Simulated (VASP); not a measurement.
AlAs, 2 atoms in the cell. Symmetry: F-43m, No. 216, cubic system. The conventional cell has a = 5.678 Å, b = 5.678 Å, c = 5.678 Å, α = 90.00°, β = 90.00°, γ = 90.00°. Within 3.2 Å of Al (site symmetry -43m) lie 4 As at 2.46 Å. As (site symmetry -43m) has 4 Al at 2.46 Å within 3.2 Å. 

```yaml
Program: VASP 6.6.1
Task: single point
Functional: PBE
Potentials_or_basis: VASP PAW PBE potentials, release 64 (Al, As)
Cutoff: 520 eV
k_mesh: 8 × 8 × 8
Occupations: gaussian, width 0.01 eV
Spin: non-collinear spin, zero start, spin-orbit coupling
Starting_moments: "[[0.0, 0.0, 0.0], [0.0, 0.0, 0.0]] μB"
Dipole_correction: no
Further_INCAR_settings: ALGO = Normal; EDIFF = 1e-06; NBANDS = 20
```

Potentials or basis: VASP PAW PBE potentials, release 64 (Al, As).

Run with:

```sh
$ cat potpaw_PBE.64/Al/POTCAR potpaw_PBE.64/As/POTCAR > POTCAR
$ mpirun -np 1 vasp_ncl > vasp.out
```

Hardware: 1 thread of Intel Xeon 8259CL (shared host).

Q: How long does it take, and how much memory?

A: Wall time 2.2 min on 1 thread of Intel Xeon 8259CL (shared host), peak memory 0.3 GiB. Counts: scf iterations 12, k points 43.
